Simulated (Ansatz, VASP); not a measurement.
# One calculation of KYSe2, two programs

File POSCAR:

```
KYSe2
1.0
    4.3197464719      0.0000000000      0.0000000000
    0.0000000000      4.3197464719      0.0000000000
    0.0000000000      0.0000000000      5.8682761253
K Se Y
1 2 1
Direct
    0.0000000000      0.0000000000      0.0000000000
    0.0000000000      0.0000000000      0.5000000000
    0.5000000000      0.5000000000      0.0000000000
    0.5000000000      0.5000000000      0.5000000000
```

The input INCAR.step1:

```
SYSTEM = KYSe2
PREC = Accurate ; ENCUT = 520
ISMEAR = 0 ; SIGMA = 0.01
LREAL = .False. ; LASPH = .True.
NELM = 100 ; NBANDS = 24
GGA = PE ; ALGO = Normal
EDIFF = 1E-4 ; LWAVE = .True.
LCHARG = .False.
```

Contents of INCAR.step2:

```
SYSTEM = KYSe2
PREC = Accurate ; ENCUT = 520
EDIFF = 1E-7 ; ISMEAR = 0
SIGMA = 0.01 ; LREAL = .False.
LASPH = .True. ; NELM = 100
ALGO = Normal ; ISIF = 2
LWAVE = .False. ; LCHARG = .False.
METAGGA = R2SCAN ; LMIXTAU = .True.
NBANDS = 24 ; ISTART = 1
```

Contents of KPOINTS:

```
regular mesh
0
Gamma
  6 6 4
  0 0 0
```

Input for Ansatz:

```yaml
crystal:
  lattice:
    - [4.3197464719, 0.0, 0.0]
    - [0.0, 4.3197464719, 0.0]
    - [0.0, 0.0, 5.8682761253]
  atoms:
    - { symbol: K, position: [0.0, 0.0, 0.0] }
    - { symbol: Se, position: [0.0, 0.0, 0.5] }
    - { symbol: "Y", position: [0.5, 0.5, 0.5] }
    - { symbol: Se, position: [0.5, 0.5, 0.0] }
kpoints:
  mp_grid: { grid: [6, 6, 4] }
hamiltonian:
  xc: r2scan
scf:
  occupations: { method: fixed }
  n_extra_bands: 5
output:
  forces: true
  stress: true
  eigenvalues: true
```

Alike in both runs: task single point; functional r2SCAN; k mesh 6 × 6 × 4; no spin polarisation.

|  | VASP | Ansatz |
| --- | --- | --- |
| version | VASP 6.6.1 | Ansatz 0.2.0 |
| potentials or method | VASP PAW PBE potentials, release 64 (K_sv, Se, Y_sv) | plane waves, PAW |
| plane-wave cutoff (eV) | 520 | 500 |
| occupations | gaussian, width 0.01 eV | fixed |
| valence electrons in the cell | 32 | 52 |

|  | VASP | Ansatz | Ansatz less VASP |
| --- | --- | --- | --- |
| gap on the k mesh at the Fermi level (eV) | 0.50 | 0.49 | -0.008 |
| pressure (GPa) | 0.0 | 0.0 | -0.04 |

VASP's potentials were made for PBE, not for r2SCAN. VASP's potentials hold 32 valence electrons a cell and Ansatz's 52, so a difference there can come from the potentials and not from the codes.
